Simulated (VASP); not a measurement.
A run of VASP 6.6.1:

Contents of INCAR:

```
PREC = Accurate ; ENCUT = 520
EDIFF = 1E-7 ; ISMEAR = -1
SIGMA = 0.02 ; LREAL = F
LASPH = T ; NELM = 100
ALGO = Normal ; ISIF = 2
LWAVE = F ; LCHARG = F
GGA = PE ; NBANDS = 26
```

File KPOINTS:

```
Automatic mesh
0
Gamma
  5 5 6
```

Contents of POSCAR:

```
CuI
1.0
    3.7331675900     -3.7110863700      0.0000000000
    3.7331675900      3.7110863700      0.0000000000
    0.0000000000      0.0000000000      4.3931376234
Cu I
2 2
Direct
    0.4204388300      0.5795611700      0.7500000000
    0.5795611700      0.4204388300      0.2500000000
    0.7700426800      0.2299573200      0.7500000000
    0.2299573200      0.7700426800      0.2500000000
```

Potentials or basis: VASP PAW PBE potentials, release 64 (Cu, I).

Run with:

```console
$ cat potpaw_PBE.64/Cu/POTCAR potpaw_PBE.64/I/POTCAR > POTCAR
$ mpirun -np 1 vasp_std > vasp.out
```

Hardware: 1 thread of Intel(R) Xeon(R) Platinum 8488C (Sapphire Rapids) (shared host).

Q: How long does it take, and how much memory?

A: Run time: 79 s on 1 thread of Intel(R) Xeon(R) Platinum 8488C (Sapphire Rapids) (shared host), peak memory 0.29 GiB. Counts: scf iterations 16, k points 36.
